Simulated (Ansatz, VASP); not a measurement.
# One calculation of AlSn, two programs

INCAR

```
SYSTEM = AlSn
ALGO = Fast
EDIFF = 1E-6
ENCUT = 520
GGA = RP
ISIF = 2
ISMEAR = 1
IVDW = 13
LASPH = .TRUE.
LCHARG = .TRUE.
LELF = .TRUE.
LREAL = .FALSE.
LVHAR = .TRUE.
LWAVE = .FALSE.
NBANDS = 16
NELM = 80
PREC = Accurate
SIGMA = 0.2
```

KPOINTS

```
k-points
0
G
  7 7 8
  0 0 0
```

POSCAR

```
AlSn
1.0
    4.1124059441      0.0000000000      0.0000000000
   -2.0562029720      3.5614480182      0.0000000000
    0.0000000000      0.0000000000      3.2393413848
Sn Al
1 1
Direct
    0.3333333333      0.6666666667      0.5000000000
    0.0000000000      0.0000000000      0.0000000000
```

The input input.yaml:

```yaml
crystal:
  lattice:
    - [4.1124059441, 0.0, 0.0]
    - [-2.056202972, 3.5614480182, 0.0]
    - [0.0, 0.0, 3.2393413848]
  atoms:
    - { symbol: Sn, position: [0.3333333333, 0.6666666667, 0.5] }
    - { symbol: Al, position: [0.0, 0.0, 0.0] }
kpoints:
  mp_grid: { grid: [7, 7, 8] }
scf:
  occupations: { method: methfessel_paxton, width: 0.2 }
hamiltonian:
  xc: rpbe
  dispersion: d4
  pseudopotentials: { kind: all_electron, lapw: { basis_error: 0.001 } }
output:
  forces: true
  stress: true
  eigenvalues: true
```

Change from the starting cell: volume scaled by 0.94.

Alike in both runs: task single point; functional RPBE; dispersion D4; k mesh 7 × 7 × 8; occupations methfessel-paxton of order 1, width 0.2 eV; no spin polarisation.

|  | VASP | Ansatz |
| --- | --- | --- |
| version | VASP 6.6.1 | Ansatz 0.2.0 |
| potentials or method | VASP PAW PBE potentials, release 64 (Sn_d, Al), cutoff 520 eV | all-electron LAPW, scalar-relativistic |

Ansatz gave:

| Property | Result |
| --- | --- |
| gap on the k mesh at the Fermi level (eV) | none |
| pressure (GPa) | 0.9 |
| traceless stress, the component that is largest in VASP (GPa) | 1.26 |

Which values does VASP return?

gap on the k mesh at the Fermi level (eV): none; pressure (GPa): 0.9; traceless stress, the component that is largest in VASP (GPa): 1.25.

VASP's potentials were made for PBE, not for RPBE. A gap of «none» marks a metal or a gap that the smearing closes. Ansatz ran all-electron here, and VASP with PAW potentials.
